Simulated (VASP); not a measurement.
# Ru (P6_3/mmc) in VASP: further runs

Runs on Ru. Level: PBEsol. Tasks: single point.

All numbers are computed with VASP 6.6.1; they aren't measurements. Logs are shortened: lines on timing, memory, paths and dates and some standing lists are left out, and cuts for length are marked.

### Step 1. The cell of the first run

The structure is hexagonal, space group P6_3/mmc (No. 194). The conventional cell has a = 2.661 Å, b = 2.661 Å, c = 4.414 Å, α = 90.00°, β = 90.00°, γ = 120.00°. Within 3.5 Å of Ru (site symmetry -6m2) lie 12 Ru at 2.66 to 2.69 Å.

### Step 2. Single point, PBEsol (volume 13.534 Å^3 an atom, c/a of the conventional cell 1.6589)

Input file INCAR:

```
SYSTEM = Ru
PREC = Accurate
ENCUT = 520
EDIFF = 1E-6
ISMEAR = 0
SIGMA = 0.15
LREAL = .False.
LASPH = .True.
NELM = 80
ALGO = Fast
ISIF = 2
LWAVE = .False.
LCHARG = .False.
GGA = PS
NBANDS = 21
```

Input file KPOINTS:

```
regular mesh
0
Gamma
  21 21 12
  0 0 0
```

Input file POSCAR:

```
Ru
1.0
    2.6609401694      0.0000000000      0.0000000000
   -1.3304700847      2.3044417847      0.0000000000
    0.0000000000      0.0000000000      4.4142336470
Ru
2
Direct
    0.3333333333      0.6666666667      0.2500000000
    0.6666666667      0.3333333333      0.7500000000
```

Potentials or basis: VASP PAW PBE potentials, release 64 (Ru_pv).

The run is started by

```
cat potpaw_PBE.64/Ru_pv/POTCAR > POTCAR
mpirun -np 1 vasp_std > vasp.out
```

OUTCAR:

```text
SYSTEM = Ru
   PREC = Accurate
   ENCUT = 520
   EDIFF = 1E-6
   ISMEAR = 0
   LREAL = .False.
   LASPH = .True.
   NELM = 80
   ISIF = 2
   GGA = PS

 ion  position               nearest neighbor table
   1  0.333  0.667  0.250-   2 2.69   2 2.69   2 2.69   2 2.69   2 2.69   2 2.69
   2  0.667  0.333  0.750-   1 2.69   1 2.69   1 2.69   1 2.69   1 2.69   1 2.69

  LATTYP: Found a hexagonal cell.
 ALAT       =     2.6609401694
 C/A-ratio  =     1.6589000000

  Lattice vectors:

 A1 = (   2.6609401694,   0.0000000000,   0.0000000000)
 A2 = (  -1.3304700847,   2.3044417847,   0.0000000000)
 A3 = (   0.0000000000,   0.0000000000,   4.4142336470)

Analysis of symmetry for initial positions (statically):
=====================================================================
 Subroutine PRICEL returns:
 Original cell was already a primitive cell.

 Routine SETGRP: Setting up the symmetry group for a
 hexagonal supercell.

 Subroutine GETGRP returns: Found 24 space group operations
 (whereof 12 operations were pure point group operations)
 out of a pool of 24 trial point group operations.

The static configuration has the point symmetry D_3d.
 The point group associated with its full space group is D_6h.

Analysis of symmetry for dynamics (positions and initial velocities):
=====================================================================
 Subroutine PRICEL returns:
 Original cell was already a primitive cell.

 Routine SETGRP: Setting up the symmetry group for a
 hexagonal supercell.

 Subroutine GETGRP returns: Found 24 space group operations
 (whereof 12 operations were pure point group operations)
 out of a pool of 24 trial point group operations.

The dynamic configuration has the point symmetry D_3d.
 The point group associated with its full space group is D_6h.

 Subroutine INISYM returns: Found 24 space group operations
 (whereof 12 operations are pure point group operations),
 and found     1 'primitive' translations

----------------------------------------------------------------------------------------

                                     Primitive cell

  volume of cell :      27.0680

  direct lattice vectors                    reciprocal lattice vectors
     2.660940169  0.000000000  0.000000000     0.375807022  0.216972285  0.000000000
    -1.330470085  2.304441785  0.000000000     0.000000000  0.433944570  0.000000000
     0.000000000  0.000000000  4.414233647     0.000000000  0.000000000  0.226539889

  length of vectors
     2.660940169  2.660940169  4.414233647     0.433944570  0.433944570  0.226539889

  position of ions in fractional coordinates (direct lattice)
     0.333333333  0.666666667  0.250000000
     0.666666667  0.333333333  0.750000000
[... 79 lines left out ...]
   EDIFFG = 0.1E-04   stopping-criterion for IOM
   NSW    =      0    number of steps for IOM
   IBRION =     -1    ionic relax: 0-MD 1-quasi-New 2-CG
   NFREE  =      0    steps in history (QN), initial steepest desc. (CG)
   ISIF   =      2    stress and relaxation
   ISYM   =      2    0-nonsym 1-usesym 2-fastsym
   POTIM  = 0.5000    time-step for ionic-motion
   TEBEG  =    0.0;   TEEND  =   0.0 temperature during run
   PSTRESS=    0.0 pullay stress
   NELECT =      28.0000    total number of electrons
   NUPDOWN=      -1.0000    fix difference up-down
   EMIN   =  10.00;   EMAX   =-10.00  energy-range for DOS
   EFERMI =   0.00;   METHOD = LEGACY
   ISMEAR =     0;   SIGMA  =   0.15  broadening in eV -4-tet -1-fermi 0-gaus
   EFERMI_NEDOS =   21; number of points for ismear=-14 and -15
   IALGO  =     68    algorithm
   IMIX   =      4    mixing-type and parameters
     AMIX     =   0.40;   BMIX     =  1.00
     AMIX_MAG =   1.60;   BMIX_MAG =  1.00
  volume/ion in A,a.u.               =      13.53        91.33
  Fermi-wavevector in a.u.,A,eV,Ry     =   1.655676  3.128775 37.297165  2.741264
  Thomas-Fermi vector in A             =   2.743732
   LORBIT       =      0    0 simple, 1 ext, 2 COOP (PROOUT), +10 PAW based schemes
   GGA     = PS    functional components
   LHFCALC =     F    Hartree Fock is set to
   AEXX    =    0.0000 exact exchange contribution
   IVDW    =     0    specifies the selected vdW correction
   LEPSILON=     F    determine dielectric tensor
   LRPA    =     F    only Hartree local field effects (RPA)
 non-spin polarized calculation
 RMM-DIIS sequential band-by-band and
 Gauss-broadening in eV      SIGMA  =   0.15
  energy-cutoff  :      520.00
  volume of cell :       27.07
 maximum number of plane-waves:       762
 NGX is ok and might be reduce to    20
   NGX =  9   NGY =  9   NGZ = 17

 number of electron      27.9999994 magnetization

 Free energy of the ion-electron system (eV)
  ---------------------------------------------------
  ext. energy  EPLUGINS =         0.00000000
  ---------------------------------------------------
  free energy    TOTEN  =       -20.27732460 eV

  energy without entropy =      -20.25929608  energy(sigma->0) =      -20.26831034

 E-fermi :  12.7627     XC(G=0): -14.3008

 val. band max:       12.7599852365   @ k =   0.2857   0.2381   0.2500
 cond. band min:      12.7759476446   @ k =   0.2857  -0.0000   0.1667
 fundamental gap:      0.0159624081
 Fermi energy:        12.7626624397

 k-point     1 :       0.0000    0.0000    0.0000
  band No.  band energies     occupation
      1     -30.7849      2.00000
      2     -29.8410      2.00000
      3     -29.8410      2.00000
      4     -29.7404      2.00000
      5     -29.7074      2.00000
      6     -29.7074      2.00000
[... 565 lines left out ...]
     20      23.0388      0.00000
     21      23.0484      0.00000

 [... further k-points ...]

------------------------ aborting loop because EDIFF is reached ----------------------------------------

  FORCE on cell =-STRESS in cart. coord.  units (eV):
  Direction    XX          YY          ZZ          XY          YZ          ZX
  --------------------------------------------------------------------------------------
  -------------------------------------------------------------------------------------
  Total        0.4662185      0.4662185     -3.4850940      0.0000000      0.0000000      0.0000000
  in kB       27.5958584     27.5958584   -206.2855967      0.0000000      0.0000000      0.0000000
  external PRESSURE =     -50.3646266 kB  Pullay stress =       0.0000000 kB

 VOLUME and BASIS-vectors are now :
 -----------------------------------------------------------------------------
  energy-cutoff  :      520.00
  volume of cell :       27.07
      direct lattice vectors                 reciprocal lattice vectors
     2.660940169  0.000000000  0.000000000     0.375807022  0.216972285  0.000000000
    -1.330470085  2.304441785  0.000000000     0.000000000  0.433944570  0.000000000
     0.000000000  0.000000000  4.414233647     0.000000000  0.000000000  0.226539889

 POSITION                                       TOTAL-FORCE (eV/Angst)
 -----------------------------------------------------------------------------------
     -0.00000      1.53629      1.10356        -0.000000     -0.000000      0.000000
      1.33047      0.76815      3.31068         0.000000      0.000000      0.000000
 -----------------------------------------------------------------------------------
    total drift:                               -0.000000      0.000000     -0.000000

  FREE ENERGIE OF THE ION-ELECTRON SYSTEM (eV)
  ---------------------------------------------------
  free  energy   TOTEN  =       -20.2773246047 eV

  energy  without entropy=      -20.2592960826  energy(sigma->0) =      -20.26831034
```

OSZICAR:

```text
N       E                     dE             d eps       ncg     rms          rms(c)
DAV:   1     0.285358595882E+03    0.28536E+03   -0.17553E+04 14136   0.148E+03
DAV:   2    -0.160514270753E+02   -0.30141E+03   -0.29231E+03 14425   0.444E+02
DAV:   3    -0.218397683268E+02   -0.57883E+01   -0.57558E+01 16602   0.690E+01
DAV:   4    -0.218818822935E+02   -0.42114E-01   -0.42050E-01 17639   0.564E+00
DAV:   5    -0.218824679312E+02   -0.58564E-03   -0.58209E-03 16077   0.588E-01    0.195E+01
RMM:   6    -0.203837956791E+02    0.14987E+01   -0.32588E+00 14531   0.149E+01    0.488E+00
RMM:   7    -0.202866059223E+02    0.97190E-01   -0.41027E-01 15657   0.470E+00    0.917E-01
RMM:   8    -0.202787708818E+02    0.78350E-02   -0.22714E-02 16003   0.146E+00    0.489E-01
RMM:   9    -0.202772944348E+02    0.14764E-02   -0.30176E-03 16203   0.493E-01    0.764E-02
RMM:  10    -0.202773199991E+02   -0.25564E-04   -0.51903E-04 16566   0.213E-01    0.232E-02
RMM:  11    -0.202773246119E+02   -0.46127E-05   -0.93182E-05 17727   0.665E-02    0.107E-02
RMM:  12    -0.202773254636E+02   -0.85176E-06   -0.12805E-05 16165   0.277E-02    0.841E-03
RMM:  13    -0.202773246047E+02    0.85890E-06   -0.41654E-06 15243   0.173E-02
   1 F= -.20277325E+02 E0= -.20268310E+02  d E =-.180285E-01
```

stdout:

```text
POSCAR found type information on POSCAR Ru
 POSCAR found :  1 types and       2 ions
 scaLAPACK will be used
 -----------------------------------------------------------------------------
|                                                                             |
|                                                                             |
|     You enforced a specific xc type in the INCAR file but a different       |
|     I HOPE YOU KNOW WHAT YOU ARE DOING!                                     |
|                                                                             |
 -----------------------------------------------------------------------------

 LDA part: xc-table for (Slater+PW92), standard interpolation
 POSCAR, INCAR and KPOINTS ok, starting setup
 FFT: planning ... GRIDC
 FFT: planning ... GRID_SOFT
 FFT: planning ... GRID
 WAVECAR not read
 entering main loop
```

Run time: 2.5 min. Hardware: 1 thread of AMD EPYC 7R43 (Zen 3), shared host; peak memory 0.22 GiB.

Results:

```
Free energy            : -20.2773 eV
Pressure               : -5.0 GPa
Band gap on the k mesh : zero (band 14 reaches 14.47 eV, above the bottom of band 15 at 11.26 eV)
```

Caveat: the PAW data sets were made with another functional, which shifts forces and pressure a little.

### Step 3. Single point, PBEsol (volume 13.534 Å^3 an atom, c/a of the conventional cell 1.6066)

Input file INCAR:

```
ALGO     = Fast           # electronic algorithm
EDIFF    = 1E-6           # SCF threshold, eV
ENCUT    = 520            # plane-wave cutoff, eV
GGA      = PS             # functional
ISIF     = 2              # what is computed and relaxed
ISMEAR   = 0              # smearing method
LASPH    = T              # aspherical terms in the spheres
LCHARG   = T              # write CHGCAR
LELF     = T              # ELF
LREAL    = F              # projectors in reciprocal space
LVHAR    = T            
LWAVE    = F              # write WAVECAR
NBANDS   = 21             # bands
NELM     = 100            # most SCF steps
PREC     = Accurate       # precision mode
SIGMA    = 0.15           # smearing width, eV
```

Input file KPOINTS:

```
k-points
0
Gamma
  21 21 12
```

Input file POSCAR:

```
Ru
1.0
    2.6895064563      0.0000000000      0.0000000000
   -1.3447532281      2.3291809148      0.0000000000
    0.0000000000      0.0000000000      4.3209610727
Ru
2
Direct
    0.3333333333      0.6666666667      0.2500000000
    0.6666666667      0.3333333333      0.7500000000
```

Potentials or basis: VASP PAW PBE potentials, release 64 (Ru_pv).

The run is started by

```
cat potpaw_PBE.64/Ru_pv/POTCAR > POTCAR
mpirun -np 1 vasp_std > vasp.out
```

OUTCAR:

```text
EDIFF = 1E-6
   ENCUT = 520
   GGA = PS
   ISIF = 2
   ISMEAR = 0
   LASPH = T
   LREAL = F
   NELM = 100
   PREC = Accurate

 ion  position               nearest neighbor table
   1  0.333  0.667  0.250-   2 2.66   2 2.66   2 2.66   2 2.66   2 2.66   2 2.66
   2  0.667  0.333  0.750-   1 2.66   1 2.66   1 2.66   1 2.66   1 2.66   1 2.66

  LATTYP: Found a hexagonal cell.
 ALAT       =     2.6895064563
 C/A-ratio  =     1.6066000000

  Lattice vectors:

 A1 = (   2.6895064563,   0.0000000000,   0.0000000000)
 A2 = (  -1.3447532281,   2.3291809148,   0.0000000000)
 A3 = (   0.0000000000,   0.0000000000,   4.3209610727)

Analysis of symmetry for initial positions (statically):
=====================================================================
 Subroutine PRICEL returns:
 Original cell was already a primitive cell.

 Routine SETGRP: Setting up the symmetry group for a
 hexagonal supercell.

 Subroutine GETGRP returns: Found 24 space group operations
 (whereof 12 operations were pure point group operations)
 out of a pool of 24 trial point group operations.

The static configuration has the point symmetry D_3d.
 The point group associated with its full space group is D_6h.

Analysis of symmetry for dynamics (positions and initial velocities):
=====================================================================
 Subroutine PRICEL returns:
 Original cell was already a primitive cell.

 Routine SETGRP: Setting up the symmetry group for a
 hexagonal supercell.

 Subroutine GETGRP returns: Found 24 space group operations
 (whereof 12 operations were pure point group operations)
 out of a pool of 24 trial point group operations.

The dynamic configuration has the point symmetry D_3d.
[... 112 lines left out ...]
   NUPDOWN=      -1.0000    fix difference up-down
   EMIN   =  10.00;   EMAX   =-10.00  energy-range for DOS
   EFERMI =   0.00;   METHOD = LEGACY
   ISMEAR =     0;   SIGMA  =   0.15  broadening in eV -4-tet -1-fermi 0-gaus
   EFERMI_NEDOS =   21; number of points for ismear=-14 and -15
   IALGO  =     68    algorithm
   IMIX   =      4    mixing-type and parameters
     AMIX     =   0.40;   BMIX     =  1.00
     AMIX_MAG =   1.60;   BMIX_MAG =  1.00
  volume/ion in A,a.u.               =      13.53        91.33
  Fermi-wavevector in a.u.,A,eV,Ry     =   1.655676  3.128775 37.297165  2.741264
  Thomas-Fermi vector in A             =   2.743732
   LORBIT       =      0    0 simple, 1 ext, 2 COOP (PROOUT), +10 PAW based schemes
   GGA     = PS    functional components
   LHFCALC =     F    Hartree Fock is set to
   AEXX    =    0.0000 exact exchange contribution
   IVDW    =     0    specifies the selected vdW correction
   LEPSILON=     F    determine dielectric tensor
   LRPA    =     F    only Hartree local field effects (RPA)
 non-spin polarized calculation
 RMM-DIIS sequential band-by-band and
 Gauss-broadening in eV      SIGMA  =   0.15
  energy-cutoff  :      520.00
  volume of cell :       27.07
 maximum number of plane-waves:       756
 NGX is ok and might be reduce to    20
   NGX =  9   NGY =  9   NGZ = 17

 number of electron      28.0000010 magnetization

 Free energy of the ion-electron system (eV)
  ---------------------------------------------------
  ext. energy  EPLUGINS =         0.00000000
  ---------------------------------------------------
  free energy    TOTEN  =       -20.33471579 eV

  energy without entropy =      -20.31547742  energy(sigma->0) =      -20.32509660

 E-fermi :  12.7669     XC(G=0): -14.3010

 val. band max:       12.7660002285   @ k =   0.3810   0.0476   0.3333
 cond. band min:      12.7710711981   @ k =   0.2381   0.0476   0.2500
 fundamental gap:      0.0050709697
 Fermi energy:        12.7669097285

 k-point     1 :       0.0000    0.0000    0.0000
  band No.  band energies     occupation
      1     -30.8344      2.00000
      2     -29.8870      2.00000
      3     -29.8870      2.00000
      4     -29.7276      2.00000
      5     -29.7276      2.00000
      6     -29.7095      2.00000
[... 565 lines left out ...]
     20      23.0322      0.00000
     21      23.0517      0.00000

 [... further k-points ...]

------------------------ aborting loop because EDIFF is reached ----------------------------------------

  FORCE on cell =-STRESS in cart. coord.  units (eV):
  Direction    XX          YY          ZZ          XY          YZ          ZX
  --------------------------------------------------------------------------------------
  -------------------------------------------------------------------------------------
  Total       -0.4420315     -0.4420315     -1.8752873     -0.0000000      0.0000000      0.0000000
  in kB      -26.1642099    -26.1642099   -110.9998049     -0.0000000      0.0000000      0.0000000
  external PRESSURE =     -54.4427415 kB  Pullay stress =       0.0000000 kB

 VOLUME and BASIS-vectors are now :
 -----------------------------------------------------------------------------
  energy-cutoff  :      520.00
  volume of cell :       27.07
      direct lattice vectors                 reciprocal lattice vectors
     2.689506456  0.000000000  0.000000000     0.371815430  0.214667739  0.000000000
    -1.344753228  2.329180915  0.000000000     0.000000000  0.429335477  0.000000000
     0.000000000  0.000000000  4.320961073     0.000000000  0.000000000  0.231429995

 POSITION                                       TOTAL-FORCE (eV/Angst)
 -----------------------------------------------------------------------------------
     -0.00000      1.55279      1.08024         0.000000     -0.000000      0.000000
      1.34475      0.77639      3.24072         0.000000      0.000000      0.000000
 -----------------------------------------------------------------------------------
    total drift:                               -0.000000      0.000000     -0.000000

  FREE ENERGIE OF THE ION-ELECTRON SYSTEM (eV)
  ---------------------------------------------------
  free  energy   TOTEN  =       -20.3347157891 eV

  energy  without entropy=      -20.3154774165  energy(sigma->0) =      -20.32509660
```

OSZICAR:

```text
N       E                     dE             d eps       ncg     rms          rms(c)
DAV:   1     0.286828583880E+03    0.28683E+03   -0.17522E+04 14120   0.148E+03
DAV:   2    -0.161275024229E+02   -0.30296E+03   -0.29368E+03 14460   0.445E+02
DAV:   3    -0.219058152746E+02   -0.57783E+01   -0.57431E+01 16577   0.690E+01
DAV:   4    -0.219480379928E+02   -0.42223E-01   -0.42174E-01 17604   0.564E+00
DAV:   5    -0.219485783609E+02   -0.54037E-03   -0.53567E-03 16253   0.559E-01    0.194E+01
RMM:   6    -0.204412452018E+02    0.15073E+01   -0.32704E+00 14469   0.150E+01    0.483E+00
RMM:   7    -0.203440810528E+02    0.97164E-01   -0.40974E-01 15675   0.470E+00    0.904E-01
RMM:   8    -0.203362941964E+02    0.77869E-02   -0.22783E-02 16041   0.146E+00    0.499E-01
RMM:   9    -0.203346897223E+02    0.16045E-02   -0.30008E-03 16241   0.495E-01    0.744E-02
RMM:  10    -0.203347123929E+02   -0.22671E-04   -0.49169E-04 16652   0.210E-01    0.214E-02
RMM:  11    -0.203347160869E+02   -0.36940E-05   -0.77726E-05 17712   0.638E-02    0.101E-02
RMM:  12    -0.203347166653E+02   -0.57847E-06   -0.11321E-05 16159   0.265E-02    0.740E-03
RMM:  13    -0.203347157891E+02    0.87619E-06   -0.32801E-06 13699   0.157E-02
   1 F= -.20334716E+02 E0= -.20325097E+02  d E =-.192384E-01
```

stdout:

```text
POSCAR found type information on POSCAR Ru
 POSCAR found :  1 types and       2 ions
 scaLAPACK will be used
 -----------------------------------------------------------------------------
|                                                                             |
|                                                                             |
|     You enforced a specific xc type in the INCAR file but a different       |
|     I HOPE YOU KNOW WHAT YOU ARE DOING!                                     |
|                                                                             |
 -----------------------------------------------------------------------------

 LDA part: xc-table for (Slater+PW92), standard interpolation
 POSCAR, INCAR and KPOINTS ok, starting setup
 FFT: planning ... GRIDC
 FFT: planning ... GRID_SOFT
 FFT: planning ... GRID
 WAVECAR not read
 entering main loop
WARNING in EDDRMM: call to ZHEGV failed, returncode =   8  4     19
```

Wall time 2.4 min (1 thread of AMD EPYC 7R43 (Zen 3), shared host); peak memory 0.21 GiB.

Results:

| Quantity | Value |
| --- | --- |
| Free energy | -20.3347 eV |
| Pressure | -5.4 GPa |
| Band gap on the k mesh | zero (band 14 reaches 14.37 eV, above the bottom of band 15 at 11.25 eV) |

Caveat: the PAW data sets were made with another functional, which shifts forces and pressure a little.

(Part 1 of 2 ends here.)
